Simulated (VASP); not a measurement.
A run of VASP 6.6.1 is set up as follows.

Contents of INCAR:

```
PREC     = Accurate       # precision mode
ENCUT    = 520            # plane-wave cutoff, eV
EDIFF    = 1E-7           # SCF threshold, eV
ISMEAR   = -1             # smearing method
SIGMA    = 0.1            # smearing width, eV
LREAL    = Auto         
LASPH    = T              # aspherical terms in the spheres
NELM     = 80             # most SCF steps
ALGO     = Normal         # electronic algorithm
ISIF     = 2              # what is computed and relaxed
LWAVE    = F              # write WAVECAR
LCHARG   = T              # write CHGCAR
GGA      = PE             # functional
IVDW     = 12             # dispersion correction
LELF     = T              # ELF
LVHAR    = T            
NBANDS   = 190            # bands
```

KPOINTS

```
Automatic mesh
0
Gamma
  2 2 1
```

POSCAR

```
Ti27HO2
1.0
    8.8500000000      0.0000000000      0.0000000000
    4.4250000000      7.6643250000      0.0000000000
    0.0000000000      0.0000000000     18.6846000000
Ti O H
27 2 1
Direct
    0.0000000000      0.0000000000      0.0535200111
    0.3333333333      0.0000000000      0.0535200111
    0.6666666667      0.0000000000      0.0535200111
   -0.0000016309      0.3333365952      0.0535200111
    0.3333317024      0.3333365952      0.0535200111
    0.6666650357      0.3333365952      0.0535200111
    0.0000032619      0.6666601429      0.0535200111
    0.3333365952      0.6666601429      0.0535200111
    0.6666699285      0.6666601429      0.0535200111
   -0.1149231446      0.2269084362      0.1615180416
    0.2206930600      0.2211675523      0.1581195209
    0.5561731516      0.2262299681      0.1610631215
   -0.1140074551      0.5570092604      0.1614912816
    0.2239609549      0.5578182032      0.1619247937
    0.5545681640      0.5552478529      0.1712426276
   -0.1121570409      0.8908677542      0.1593611851
    0.2232751277      0.8845005920      0.1608597455
    0.5592465318      0.8866142811      0.1598054012
    0.0006319414     -0.0083373291      0.2783896899
    0.3287448753      0.0070978201      0.2742900571
    0.6726692439     -0.0093158889      0.2779561778
    0.0143212949      0.3238771842      0.2763131135
    0.3276273455      0.3247905067      0.2754942573
    0.7091516822      0.2560695169      0.2905601404
   -0.0055696769      0.6705743820      0.2784646179
    0.2324255945      0.6951036132      0.2918767327
    0.7528231410      0.6918678422      0.2883230040
    0.4483245472      0.6663339563      0.2524806525
    0.5885053670      0.4371813565      0.3654881560
    0.5946682900      0.4608103127      0.4162090706
```

Potentials or basis: VASP PAW PBE potentials, release 64 (Ti_sv, O, H).

Launch:

```sh
$ cat potpaw_PBE.64/Ti_sv/POTCAR potpaw_PBE.64/O/POTCAR potpaw_PBE.64/H/POTCAR > POTCAR
$ mpirun -np 2 vasp_std > vasp.out
```

Task: What does it give for the largest force?

Result: 2.916 eV/Å.

Task: What does it give for the dispersion energy per atom?

Result: -0.385 eV.

Task: What does it give for the band gap on the k mesh?

Result: Zero (an odd number of electrons rules out a gap without spin polarisation).

Forces in eV/Å, atoms in the order of the input:
```
Ti   0.081  0.067 -0.937
Ti  -0.048 -0.179 -1.006
Ti  -0.059  0.071 -1.016
Ti  -0.130  0.106 -1.032
Ti   0.053  0.090 -0.895
Ti   0.029  0.265 -0.675
Ti   0.031 -0.130 -0.772
Ti   0.294 -0.212 -0.550
Ti  -0.312 -0.170 -0.544
Ti   0.218 -0.166  0.427
Ti   0.129  0.021  0.793
Ti  -0.247 -0.129  0.529
Ti   0.082 -0.526 -0.004
Ti  -0.611 -0.629 -0.129
Ti   0.394 -0.981 -0.210
Ti   0.008  0.079  1.036
Ti   0.429  0.177  0.704
Ti  -0.176  0.404  0.460
Ti   0.442  0.719  0.270
Ti   0.000 -0.546  0.382
Ti  -0.504  0.839  0.401
Ti  -0.060 -0.370  0.262
Ti   0.163 -0.198  0.373
Ti  -0.273  2.579  1.000
Ti   0.183 -1.455  0.145
Ti   2.663 -0.770  0.500
Ti  -2.897 -0.237  0.222
O    0.126  2.193  0.968
O    0.105 -0.612 -0.373
H   -0.117 -0.301 -0.329
```

Caveat: the k points lie up to 0.41 Å⁻¹ apart, too coarse for converged energies and pressures of a metal; atoms lie so close that the PAW spheres overlap strongly, which falsifies energies and pressures; there is no dipole correction, which matters where the two faces differ.
